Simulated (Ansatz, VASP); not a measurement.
# HfGe in VASP and in Ansatz

The input INCAR:

```
PREC = Accurate
ENCUT = 520
EDIFF = 1E-6
ISMEAR = -1
SIGMA = 0.05
LREAL = False
LASPH = True
NELM = 80
ALGO = Normal
ISIF = 2
LWAVE = False
LCHARG = False
GGA = PS
NBANDS = 19
```

Contents of KPOINTS:

```
Automatic mesh
0
Gamma
  13 13 13
```

Contents of POSCAR:

```
HfGe
1.0
    3.0052990978      0.0000000000      0.0000000000
    0.0000000000      3.0052990978      0.0000000000
    0.0000000000      0.0000000000      3.0052990978
Hf Ge
1 1
Direct
    0.0000000000      0.0000000000      0.0000000000
    0.5000000000      0.5000000000      0.5000000000
```

Input for Ansatz:

```yaml
crystal:
  lattice:
    - [3.0052990978, 0.0, 0.0]
    - [0.0, 3.0052990978, 0.0]
    - [0.0, 0.0, 3.0052990978]
  atoms:
    - { symbol: Hf, position: [0.0, 0.0, 0.0] }
    - { symbol: Ge, position: [0.5, 0.5, 0.5] }
kpoints:
  mp_grid: { grid: [13, 13, 13] }
scf:
  occupations: { method: fermi_dirac, width: 0.05 }
hamiltonian:
  xc: pbesol
  pseudopotentials: { kind: paw }
output:
  forces: true
  stress: true
  eigenvalues: true
  populations: true
```

Change from the starting cell: volume scaled by 0.75, PAW files.

Alike in both runs: task single point; functional PBEsol; k mesh 13 × 13 × 13; occupations fermi-dirac, width 0.05 eV; no spin polarisation.

```csv
,VASP,Ansatz
version,VASP 6.6.1,Ansatz 0.2.0
potentials or method,"VASP PAW PBE potentials, release 64 (Hf_pv, Ge_d)","PAW with Ansatz's default frozen-core files, scalar-relativistic"
plane-wave cutoff (eV),520,420
valence electrons in the cell,24,40
```

Ansatz gave:

- pressure (GPa): 64.7

What did VASP give for the same quantities?

Pressure (GPa): 65.5.

VASP's potentials were made for PBE, not for PBEsol. Both programs put the cell under a high pressure, so it lies far from rest at this level. VASP's potentials hold 24 valence electrons a cell and Ansatz's 40, so a difference there can come from the potentials and not from the codes.

Spin-orbit coupling is off throughout. Noted on VASP's run: the cell as given lies far from equilibrium.
